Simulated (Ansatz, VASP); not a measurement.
# ZnS: VASP beside Ansatz

```
Zn S
1.0
     3.62016    0.00000    0.00000
    -1.81008    3.13515    0.00000
     0.00000    0.00000   14.21349
Zn S
4 4
Direct
  0.00000 0.00000 0.00005
  0.00000 0.00000 0.50005
  0.33333 0.66667 0.25002
  0.66667 0.33333 0.75002
  0.00000 0.00000 0.18729
  0.00000 0.00000 0.68729
  0.33333 0.66667 0.43764
  0.66667 0.33333 0.93764
```

Alike in both runs: task single point; functional PBE; k mesh 9 × 9 × 4; occupations gaussian, width 0.05 eV; no spin polarisation.

|  | VASP | Ansatz |
| --- | --- | --- |
| version | VASP 6.6.1 | Ansatz 0.2.0 |
| potentials or method | VASP PAW PBE potentials, release 64 (Zn, S), cutoff 520 eV | scalar-relativistic, plane waves, PAW |
| valence electrons in the cell | 72 | 72 |

Ansatz gave:

| Quantity | Value |
| --- | --- |
| gap on the k mesh at the Fermi level (eV) | 1.26 |
| least direct gap on the mesh (eV) | 1.26 |
| pressure (GPa) | 3.3 |
| traceless stress, the component that is largest in VASP (GPa) | -12.34 |
| rms of the force components (eV/Å) | 0.236 |

Problem. Which values does VASP return?

Solution. gap on the k mesh at the Fermi level (eV): 1.25; least direct gap on the mesh (eV): 1.25; pressure (GPa): 3.5; traceless stress, the component that is largest in VASP (GPa): -12.42; rms of the force components (eV/Å): 0.244.

Atom by atom the forces differ by 0.008 eV/Å (rms over components).
